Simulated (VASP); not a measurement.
CaSe: single point with r2SCAN

Crystal: CaSe.

```
Ca Se
1.0
     0.00000    3.27956    3.27956
     3.27956    0.00000    3.27956
     3.27956    3.27956    0.00000
Ca Se
1 1
Direct
  0.00000 0.00000 0.00000
  0.25000 0.25000 0.25000
```

```yaml
Program: VASP 6.6.1
Task: single point
Functional: r2SCAN
Potentials_or_basis: VASP PAW PBE potentials, release 64 (Ca_sv, Se)
Cutoff: 520 eV
k_mesh: 4 × 4 × 4
Occupations: gaussian, width 0.01 eV
Spin: no spin polarisation
```

| Property | Result |
| --- | --- |
| Pressure | 0.2 GPa |
| Band gap on the k mesh | 3.68 eV (least direct gap 3.78 eV) |

Levels at points of the mesh, in eV from the valence-band top:
```csv
k point,band 4,band 5,band 6,band 7,band 8,band 9,band 10,band 11,band 12,band 13
"(0.00, 0.00, 0.00)",-20.73,-10.72,-0.09,-0.09,-0.09,3.68,5.94,5.94,7.99,7.99
"(0.50, 0.00, 0.00)",-20.73,-10.45,-1.23,-0.02,-0.02,5.61,6.06,6.06,6.39,6.93
"(0.50, 0.50, 0.00)",-20.74,-10.36,-1.24,-0.05,-0.05,3.89,5.55,6.70,6.70,6.77
```

It took 110 s on 1 thread of Intel Xeon 8259CL, on a shared host, peak memory 0.22 GiB.

Caveat: the PAW data sets were made with another functional, which shifts forces and pressure a little. A k mesh can miss the band edges.
